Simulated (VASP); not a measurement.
Wanted: the native input for a VASP 6.6.1 run.

```
Task                   : single point
Functional             : r2SCAN
Potentials or basis    : VASP PAW PBE potentials, release 64 (La)
Cutoff                 : 520 eV
k mesh                 : 11 × 11 × 11
Occupations            : fermi-dirac, width 0.1 eV
Spin                   : no spin polarisation
Dipole correction      : no
Further INCAR settings : ALGO = Normal; EDIFF = 1e-07; NBANDS = 12
```

La:

```
La
1.0
     0.00000    2.62797    2.62797
     2.62797    0.00000    2.62797
     2.62797    2.62797    0.00000
La
1
Cartesian
  0.0000 0.0000 0.0000
```

The input as run:

POSCAR

```
La
1.0
    0.0000000000      2.6279741700      2.6279741700
    2.6279741700      0.0000000000      2.6279741700
    2.6279741700      2.6279741700      0.0000000000
La
1
Direct
    0.0000000000      0.0000000000      0.0000000000
```

INCAR.step1

```
  ALGO = Normal
  EDIFF = 1E-4
  ENCUT = 520
  GGA = PE
  ISMEAR = -1
  LASPH = T
  LCHARG = F
  LREAL = F
  LWAVE = T
  NBANDS = 12
  NELM = 60
  PREC = Accurate
  SIGMA = 0.1
```

INCAR.step2

```
  ALGO = Normal
  EDIFF = 1E-7
  ENCUT = 520
  ISIF = 2
  ISMEAR = -1
  ISTART = 1
  LASPH = T
  LCHARG = F
  LMIXTAU = T
  LREAL = F
  LWAVE = F
  METAGGA = R2SCAN
  NBANDS = 12
  NELM = 60
  PREC = Accurate
  SIGMA = 0.1
```

KPOINTS

```
k-points
0
Gamma
  11 11 11
```

Potentials or basis: VASP PAW PBE potentials, release 64 (La).

Run with:

```console
$ cat potpaw_PBE.64/La/POTCAR > POTCAR
$ cp INCAR.step1 INCAR
$ mpirun -np 1 vasp_std > vasp.out
$ cp INCAR.step2 INCAR
$ mpirun -np 1 vasp_std > vasp.out
```

Results of the run:

- Pressure: 0.6 GPa

Caveat: the PAW data sets were made with another functional, which shifts forces and pressure a little.

It took 63 s on 1 thread of Intel(R) Xeon(R) 6975P-C (Granite Rapids), with other jobs on the host, peak memory 0.19 GiB.
